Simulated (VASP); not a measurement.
**P: relaxation of cell and atoms with PBE**

Crystal: P.

```
P
1.0
     2.78186    0.00000    0.00000
    -1.39093    2.40916    0.00000
     0.00000    0.00000    9.08555
P
4
Cartesian
  0.0000 0.0000 0.0000
  0.0000 0.0000 4.5428
  0.0000 1.6061 2.2714
  1.3909 0.8031 6.8142
```

```json
{"Program": "VASP 6.6.1", "Task": "relaxation of cell and atoms", "Functional": "PBE", "Potentials or basis": "VASP PAW PBE potentials, release 64 (P)", "Cutoff": "600 eV", "k mesh": "13 × 13 × 4", "Occupations": "fermi-dirac, width 0.1 eV", "Spin": "no spin polarisation", "Dipole correction": "no", "Further INCAR settings": "ALGO = Normal; EDIFF = 1e-07; IBRION = 2; EDIFFG = -0.01; NSW = 80; ISIF = 3"}
```

```yaml
Relaxed_volume: 14.71 Å³/atom
Relaxed_cell: a = 2.630 Å, b = 2.630 Å, c = 9.825 Å, α = 90.00°, β = 90.00°, γ = 120.00°
Space_group_after_relaxing_to_0.05_Å: P6_3/mmc (No. 194)
Energy_gained_by_relaxing: 32.8 meV/atom
Ionic_steps: 17
Pressure_after_relaxing: -0.1 GPa
```

The path:
```
step  energy change (eV)  largest force (eV/Å)  pressure (GPa)  volume (Å³)
   1              0.0000                0.0000           -3.74        60.89
   2             -0.0368                0.0000            0.63        57.81
   3             -0.0370                0.0000            0.32        58.01
   4             -0.0464                0.0000            0.42        57.91
   5             -0.0792                0.0000            0.94        57.57
   6             -0.1087                0.0000            3.55        56.74
   7             -0.1145                0.0000            2.49        57.03
   8             -0.1147                0.0000            2.78        56.95
   9             -0.1195                0.0000            2.47        57.22
  10             -0.1247                0.0000            1.68        57.92
  11             -0.1250                0.0000            1.49        58.09
  12             -0.1278                0.0000            1.06        58.31
  13             -0.1310                0.0000           -0.22        58.97
  14             -0.1311                0.0000           -0.10        58.91
  15             -0.1310                0.0000           -0.13        58.92
  16             -0.1311                0.0000           -0.12        58.90
  17             -0.1311                0.0000           -0.08        58.85
```

Final structure:
```cif
data_structure
_symmetry_space_group_name_H-M 'P 1'
_symmetry_Int_Tables_number 1
_cell_length_a 2.6298
_cell_length_b 2.6298
_cell_length_c 9.8251
_cell_angle_alpha 90.000
_cell_angle_beta 90.000
_cell_angle_gamma 120.000
_cell_volume 58.85
loop_
_atom_site_label
_atom_site_type_symbol
_atom_site_fract_x
_atom_site_fract_y
_atom_site_fract_z
_atom_site_occupancy
P1 P 0.00000 0.00000 0.00000 1
P2 P 0.00000 0.00000 0.50000 1
P3 P 0.33333 0.66667 0.25000 1
P4 P 0.66667 0.33333 0.75000 1
```

Levels at points of the mesh, in eV from the Fermi level:
```tsv
k point	band 7	band 8	band 9	band 10	band 11	band 12	band 13	band 14
(0.00, 0.00, 0.00)	-2.78	4.20	6.63	6.63	7.16	7.16	7.20	7.20
(0.00, 0.00, 0.50)	1.27	1.27	6.78	6.78	6.78	6.78	7.64	7.64
```

It took 4.3 min on 1 thread of Intel(R) Xeon(R) 6975P-C (Granite Rapids), with other jobs on the host, peak memory 0.22 GiB.

Caveat: the bands computed are all filled at some k points, so no gap is given.
